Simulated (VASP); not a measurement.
# NaI (I4/mmm) in VASP: further runs

The runs below take NaI through single point, with LDA.

Everything below comes from runs of VASP 6.6.1. Logs are shortened: lines on timing, memory, paths and dates and some standing lists are left out, and cuts for length are marked.

## 1. The cell of the first run

It takes space group I4/mmm (No. 139, tetragonal). Conventional cell: a = 4.194 Å, b = 4.194 Å, c = 7.710 Å, α = 90.00°, β = 90.00°, γ = 90.00°. Within 3.9 Å of Na (site symmetry 4/mmm) lie 6 I at 2.97 to 3.86 Å. Within 3.9 Å of I (site symmetry 4/mmm) lie 6 Na at 2.97 to 3.86 Å.

## 2. Single point, LDA

Contents of INCAR:

```
SYSTEM = NaI
ALGO     = Normal         ! electronic algorithm
EDIFF    = 1E-6           ! SCF threshold, eV
ENCUT    = 520            ! plane-wave cutoff, eV
ISIF     = 2              ! what is computed and relaxed
ISMEAR   = 0              ! smearing method
LASPH    = .True.         ! aspherical terms in the spheres
LCHARG   = .False.        ! write CHGCAR
LREAL    = .False.        ! projectors in reciprocal space
LWAVE    = .False.        ! write WAVECAR
NBANDS   = 14             ! bands
NELM     = 60             ! most SCF steps
PREC     = Accurate       ! precision mode
SIGMA    = 0.05           ! smearing width, eV
```

Contents of KPOINTS:

```
k-points
0
Gamma
  8 8 8
  0 0 0
```

Contents of POSCAR:

```
NaI
1.0
    0.0000000000      2.9653849225      3.8550003993
    2.9653849225      0.0000000000      3.8550003993
    2.9653849225      2.9653849225      0.0000000000
Na I
1 1
Direct
    0.0000000000      0.0000000000      0.0000000000
    0.5000000000      0.5000000000      0.5000000000
```

Potentials or basis: VASP PAW LDA potentials, release 64 (Na_pv, I).

Run with:

```sh
$ cat potpaw_LDA.64/Na_pv/POTCAR potpaw_LDA.64/I/POTCAR > POTCAR
$ mpirun -np 1 vasp_std > vasp.out
```

OUTCAR:

```text
SYSTEM = NaI
   EDIFF = 1E-6
   ENCUT = 520
   ISIF = 2
   ISMEAR = 0
   LASPH = .True.
   LREAL = .False.
   NELM = 60
   PREC = Accurate

 ion  position               nearest neighbor table
   1  0.000  0.000  0.000-   2 2.97   2 2.97   2 2.97   2 2.97
   2  0.500  0.500  0.500-   1 2.97   1 2.97   1 2.97   1 2.97

  LATTYP: Found a body centered tetragonal cell.
 ALAT       =     4.1936875751
 C/A-ratio  =     1.8384776311

  Lattice vectors:

 A1 = (  -2.9653849225,   0.0000000000,   3.8550003993)
 A2 = (   2.9653849225,   0.0000000000,   3.8550003993)
 A3 = (   0.0000000000,   2.9653849225,  -3.8550003993)

Analysis of symmetry for initial positions (statically):
=====================================================================
 Subroutine PRICEL returns:
 Original cell was already a primitive cell.

 Routine SETGRP: Setting up the symmetry group for a
 body centered tetragonal supercell.

 Subroutine GETGRP returns: Found 16 space group operations
 (whereof 16 operations were pure point group operations)
 out of a pool of 16 trial point group operations.

The static configuration has the point symmetry D_4h.

Analysis of symmetry for dynamics (positions and initial velocities):
=====================================================================
 Subroutine PRICEL returns:
 Original cell was already a primitive cell.

 Routine SETGRP: Setting up the symmetry group for a
 body centered tetragonal supercell.

 Subroutine GETGRP returns: Found 16 space group operations
 (whereof 16 operations were pure point group operations)
 out of a pool of 16 trial point group operations.

The dynamic configuration has the point symmetry D_4h.

 Subroutine INISYM returns: Found 16 space group operations
 (whereof 16 operations are pure point group operations),
 and found     1 'primitive' translations

----------------------------------------------------------------------------------------

                                     Primitive cell

  volume of cell :      67.7980

  direct lattice vectors                    reciprocal lattice vectors
     0.000000000  2.965384923  3.855000399    -0.168612174  0.168612174  0.129701673
     2.965384923  0.000000000  3.855000399     0.168612174 -0.168612174  0.129701673
     2.965384923  2.965384923  0.000000000     0.168612174  0.168612174 -0.129701673

  length of vectors
     4.863592892  4.863592892  4.193687575     0.271445491  0.271445491  0.271445491

  position of ions in fractional coordinates (direct lattice)
     0.000000000  0.000000000  0.000000000
     0.500000000  0.500000000  0.500000000

  ion indices of the primitive-cell ions
   primitive index   ion index
                 1           1
                 2           2

----------------------------------------------------------------------------------------

 KPOINTS: k-points

Automatic generation of k-mesh.
 Grid dimensions read from file:
 generate k-points for:    8    8    8

 Generating k-lattice:

  Cartesian coordinates                     Fractional coordinates (reciprocal lattice)
    -0.021076522  0.021076522  0.016212709     0.125000000  0.000000000  0.000000000
     0.021076522 -0.021076522  0.016212709     0.000000000  0.125000000  0.000000000
     0.021076522  0.021076522 -0.016212709     0.000000000  0.000000000  0.125000000

  Length of vectors
     0.033930686  0.033930686  0.033930686

  Shift w.r.t. Gamma in fractional coordinates (k-lattice)
     0.000000000  0.000000000  0.000000000

 Subroutine IBZKPT returns following result:
 ===========================================

 Found     59 irreducible k-points:

 Following reciprocal coordinates:
            Coordinates               Weight
  0.000000  0.000000  0.000000      1.000000
  0.125000  0.000000  0.000000      8.000000
  0.250000  0.000000  0.000000      8.000000
  0.375000  0.000000  0.000000      8.000000
  0.500000  0.000000  0.000000      4.000000
  0.125000  0.125000  0.000000      2.000000
[... 16 lines left out ...]
  0.250000  0.000000  0.125000     16.000000
  0.375000  0.000000  0.125000     16.000000
 [... further k-points ...]
   k-points           NKPTS =     59   k-points in BZ     NKDIM =     59   number of bands    NBANDS=     14
   number of dos      NEDOS =    301   number of ions     NIONS =      2
   total plane-waves  NPLWV =  41472
   dimension x,y,z NGX =    36 NGY =   36 NGZ =   32
   dimension x,y,z NGXF=    72 NGYF=   72 NGZF=   64
   ions per type =               1   1
   NGX,Y,Z   is equivalent  to a cutoff of  12.31, 12.31, 12.69 a.u.
   NGXF,Y,Z  is equivalent  to a cutoff of  24.61, 24.61, 25.37 a.u.
 SYSTEM =  NaI
   PREC   = accura    normal or accurate (medium, high low for compatibility)
   ISTART =      0    job   : 0-new  1-cont  2-samecut
   ICHARG =      2    charge: 1-file 2-atom 10-const
   ISPIN  =      1    spin polarized calculation?
   LNONCOLLINEAR =      F non collinear calculations
   LSORBIT =      F    spin-orbit coupling
   LASPH  =      T    aspherical Exc in radial PAW
   ENCUT  =  520.0 eV  38.22 Ry    6.18 a.u.   9.04  9.04  7.80*2*pi/ulx,y,z
   NELM   =     60;   NELMIN=  2; NELMDL= -5     # of ELM steps
   EDIFF  = 0.1E-05   stopping-criterion for ELM
   LREAL  =      F    real-space projection
   EDIFFG = 0.1E-04   stopping-criterion for IOM
   NSW    =      0    number of steps for IOM
   IBRION =     -1    ionic relax: 0-MD 1-quasi-New 2-CG
   NFREE  =      0    steps in history (QN), initial steepest desc. (CG)
   ISIF   =      2    stress and relaxation
   ISYM   =      2    0-nonsym 1-usesym 2-fastsym
   POTIM  = 0.5000    time-step for ionic-motion
   TEBEG  =    0.0;   TEEND  =   0.0 temperature during run
   PSTRESS=    0.0 pullay stress
   NELECT =      14.0000    total number of electrons
   NUPDOWN=      -1.0000    fix difference up-down
   EMIN   =  10.00;   EMAX   =-10.00  energy-range for DOS
   EFERMI =   0.00;   METHOD = LEGACY
   ISMEAR =     0;   SIGMA  =   0.05  broadening in eV -4-tet -1-fermi 0-gaus
   EFERMI_NEDOS =   21; number of points for ismear=-14 and -15
   IALGO  =     38    algorithm
   IMIX   =      4    mixing-type and parameters
     AMIX     =   0.40;   BMIX     =  1.00
     AMIX_MAG =   1.60;   BMIX_MAG =  1.00
  volume/ion in A,a.u.               =      33.90       228.76
  Fermi-wavevector in a.u.,A,eV,Ry     =   0.967636  1.828567 12.739397  0.936319
  Thomas-Fermi vector in A             =   2.097538
   LORBIT       =      0    0 simple, 1 ext, 2 COOP (PROOUT), +10 PAW based schemes
   GGA     = CA    functional components
   LHFCALC =     F    Hartree Fock is set to
   AEXX    =    0.0000 exact exchange contribution
   IVDW    =     0    specifies the selected vdW correction
   LEPSILON=     F    determine dielectric tensor
   LRPA    =     F    only Hartree local field effects (RPA)
 non-spin polarized calculation
 Gauss-broadening in eV      SIGMA  =   0.05
  energy-cutoff  :      520.00
  volume of cell :       67.80
 maximum number of plane-waves:      1854
   NGX = 19   NGY = 19   NGZ = 15

 number of electron      14.0000006 magnetization

 Free energy of the ion-electron system (eV)
  ---------------------------------------------------
  ext. energy  EPLUGINS =         0.00000000
  ---------------------------------------------------
  free energy    TOTEN  =        -5.81962914 eV

  energy without entropy =       -5.81962914  energy(sigma->0) =       -5.81962914

 E-fermi :   0.8926     XC(G=0):  -8.0221

 val. band max:        0.5915690326   @ k =  -0.1250   0.1250   0.0000
 cond. band min:       4.0529113629   @ k =   0.0000   0.0000   0.0000
 fundamental gap:      3.4613423303
 Fermi energy:         0.8925565551

 k-point     1 :       0.0000    0.0000    0.0000
  band No.  band energies     occupation
      1     -21.7050      2.00000
      2     -21.6953      2.00000
      3     -21.6953      2.00000
      4     -10.5830      2.00000
      5       0.4708      2.00000
      6       0.5607      2.00000
      7       0.5607      2.00000
      8       4.0529      0.00000
      9       7.5104      0.00000
     10       8.6797      0.00000
     11       9.2640      0.00000
     12       9.2640      0.00000
     13      10.1039      0.00000
     14      11.1619      0.00000

 k-point     2 :       0.1250    0.0000    0.0000
  band No.  band energies     occupation
      1     -21.7051      2.00000
      2     -21.6970      2.00000
      3     -21.6951      2.00000
      4     -10.5331      2.00000
      5       0.0474      2.00000
      6       0.4065      2.00000
      7       0.5592      2.00000
      8       4.5634      0.00000
      9       7.7537      0.00000
     10       8.1678      0.00000
     11       8.9617      0.00000
     12       9.4485      0.00000
     13      10.7642      0.00000
     14      11.0194      0.00000

 k-point     3 :       0.2500    0.0000    0.0000
  band No.  band energies     occupation
      1     -21.7053      2.00000
      2     -21.7008      2.00000
      3     -21.6944      2.00000
      4     -10.4076      2.00000
      5      -0.8477      2.00000
      6       0.2368      2.00000
      7       0.5564      2.00000
      8       5.3185      0.00000
      9       7.4345      0.00000
     10       8.1154      0.00000
     11       9.6312      0.00000
     12       9.8928      0.00000
     13      10.5338      0.00000
     14      11.2904      0.00000
[... 324 lines left out ...]
 k-point    23 :       0.2500    0.0000    0.1250
  band No.  band energies     occupation
      1     -21.7051      2.00000
      2     -21.7004      2.00000
      3     -21.6958      2.00000
      4     -10.3886      2.00000
      5      -0.7414      2.00000
      6       0.2135      2.00000
      7       0.3441      2.00000
      8       5.4999      0.00000
      9       7.3824      0.00000
     10       8.4294      0.00000
     11       8.7923      0.00000
     12       9.5764      0.00000
     13      10.1586      0.00000
     14      12.2855      0.00000

 k-point    24 :       0.3750    0.0000    0.1250
  band No.  band energies     occupation
      1     -21.7056      2.00000
      2     -21.7039      2.00000
      3     -21.6951      2.00000
      4     -10.2597      2.00000
      5      -1.4252      2.00000
      6       0.1376      2.00000
      7       0.2551      2.00000
      8       5.7600      0.00000
      9       7.4642      0.00000
     10       8.2284      0.00000
     11       8.5763      0.00000
     12      10.4921      0.00000
     13      11.8768      0.00000
     14      12.3881      0.00000

 [... further k-points ...]

------------------------ aborting loop because EDIFF is reached ----------------------------------------

  FORCE on cell =-STRESS in cart. coord.  units (eV):
  Direction    XX          YY          ZZ          XY          YZ          ZX
  --------------------------------------------------------------------------------------
  -------------------------------------------------------------------------------------
  Total        0.9588512      0.9588512     -0.9453478      0.0000000     -0.0000000      0.0000000
  in kB       22.6592349     22.6592349    -22.3401262      0.0000000     -0.0000000      0.0000000
  external PRESSURE =       7.6594479 kB  Pullay stress =       0.0000000 kB

 VOLUME and BASIS-vectors are now :
 -----------------------------------------------------------------------------
  energy-cutoff  :      520.00
  volume of cell :       67.80
      direct lattice vectors                 reciprocal lattice vectors
     0.000000000  2.965384923  3.855000399    -0.168612174  0.168612174  0.129701673
     2.965384923  0.000000000  3.855000399     0.168612174 -0.168612174  0.129701673
     2.965384923  2.965384923  0.000000000     0.168612174  0.168612174 -0.129701673

 POSITION                                       TOTAL-FORCE (eV/Angst)
 -----------------------------------------------------------------------------------
      0.00000      0.00000      0.00000        -0.000000     -0.000000     -0.000000
      2.96538      2.96538      3.85500         0.000000      0.000000      0.000000
 -----------------------------------------------------------------------------------
    total drift:                                0.000000      0.000000      0.000000

  FREE ENERGIE OF THE ION-ELECTRON SYSTEM (eV)
  ---------------------------------------------------
  free  energy   TOTEN  =        -5.8196291360 eV

  energy  without entropy=       -5.8196291360  energy(sigma->0) =       -5.81962914
```

Run time: 61 s. Hardware: 1 thread of Intel Xeon 8259CL, shared host; peak memory 0.2 GiB.

Results:

```yaml
Free_energy: -5.8196 eV
Pressure: 0.8 GPa
Band_gap_on_the_k_mesh: 3.46 eV (least direct gap 3.49 eV)
```

Caveat: spin-orbit coupling is left out, which moves the levels of the heavy elements.

## 3. Single point, LDA

This run uses another cell than the first one, of the same volume but with other edges.

Contents of INCAR:

```
ALGO     = Normal         # electronic algorithm
EDIFF    = 1E-6           # SCF threshold, eV
ENCUT    = 520            # plane-wave cutoff, eV
GGA      = CA             # functional
ISIF     = 2              # what is computed and relaxed
ISMEAR   = 0              # smearing method
LASPH    = True           # aspherical terms in the spheres
LCHARG   = False          # write CHGCAR
LREAL    = False          # projectors in reciprocal space
LWAVE    = False          # write WAVECAR
NBANDS   = 14             # bands
NELM     = 80             # most SCF steps
PREC     = Accurate       # precision mode
SIGMA    = 0.05           # smearing width, eV
```

Contents of KPOINTS:

```
k-points
0
Gamma
  8 8 8
```

Contents of POSCAR:

```
NaI
1.0
    0.0000000000      3.3276138002      3.0614046961
    3.3276138002      0.0000000000      3.0614046961
    3.3276138002      3.3276138002      0.0000000000
Na I
1 1
Direct
    0.0000000000      0.0000000000      0.0000000000
    0.5000000000      0.5000000000      0.5000000000
```

Potentials or basis: VASP PAW LDA potentials, release 64 (Na_pv, I).

Run with:

```sh
$ cat potpaw_LDA.64/Na_pv/POTCAR potpaw_LDA.64/I/POTCAR > POTCAR
$ mpirun -np 1 vasp_std > vasp.out
```

Run time: 62 s. Hardware: 1 thread of Intel Xeon 8259CL, shared host; peak memory 0.2 GiB.

The run converged. Its results:

| Item | Value |
| --- | --- |
| Free energy | -5.9602 eV |
| Pressure | -1.3 GPa |
| Band gap on the k mesh | 3.32 eV |

Stress tensor (GPa, compression positive):
```
-1.99  0.00  0.00
 0.00 -1.99  0.00
 0.00  0.00 -0.01
```

Levels at points of the mesh, in eV from the valence-band top:
```tsv
k point	band 4	band 5	band 6	band 7	band 8	band 9	band 10	band 11
(0.00, 0.00, 0.00)	-11.13	-0.13	0.00	0.00	3.32	7.61	7.61	8.15
(0.50, 0.00, 0.00)	-10.81	-2.29	-0.40	-0.27	4.81	6.93	7.65	8.45
(0.50, 0.50, 0.00)	-10.69	-1.97	-0.93	-0.93	4.21	5.20	9.96	10.77
(0.50, 0.00, 0.50)	-10.76	-2.01	-0.90	-0.57	4.29	5.44	9.35	10.45
```

Caveat: spin-orbit coupling is left out, which moves the levels of the heavy elements.

## 4. Single point, LDA

This run uses another cell than the first one, of the same volume but with other edges.

Contents of INCAR:

```
SYSTEM = NaI
PREC = Accurate ; ENCUT = 520
EDIFF = 1E-6 ; ISMEAR = 0
SIGMA = 0.05 ; LREAL = .False.
LASPH = .True. ; NELM = 80
ALGO = Normal ; ISIF = 2
LWAVE = .False. ; LCHARG = .False.
NBANDS = 14
```

Contents of KPOINTS:

```
regular mesh
0
Gamma
  8 8 8
  0 0 0
```

Contents of POSCAR:

```
NaI
1.0
    0.0000000000      3.1351955264      3.4487150791
    3.1351955264      0.0000000000      3.4487150791
    3.1351955264      3.1351955264      0.0000000000
Na I
1 1
Direct
    0.0000000000      0.0000000000      0.0000000000
    0.5000000000      0.5000000000      0.5000000000
```

Run with:

```sh
$ cat potpaw_LDA.64/Na_pv/POTCAR potpaw_LDA.64/I/POTCAR > POTCAR
$ mpirun -np 1 vasp_std > vasp.out
```

It took 61 s on 1 thread of Intel Xeon 8259CL, shared host; peak memory 0.2 GiB.

Results (log left out):

- Free energy: -5.9595 eV
- Pressure: -1.3 GPa
- Band gap on the k mesh: 3.32 eV

Stress tensor (GPa, compression positive):
```
-0.75  0.00  0.00
 0.00 -0.75  0.00
 0.00  0.00 -2.35
```

Levels at points of the mesh, in eV from the valence-band top:
```
           k point  band 5  band 6  band 7  band 8  band 9  band 10
(0.00, 0.00, 0.00)   -0.08   -0.08    0.00    3.32    7.38     8.00
(0.50, 0.00, 0.00)   -2.31   -0.42   -0.25    4.80    6.97     7.62
(0.50, 0.50, 0.00)   -2.00   -0.65   -0.65    4.35    5.50     9.09
(0.50, 0.00, 0.50)   -2.00   -1.08   -0.68    4.22    5.29     9.76
```

Caveat: spin-orbit coupling is left out, which moves the levels of the heavy elements.

(Part 1 of 2 ends here.)
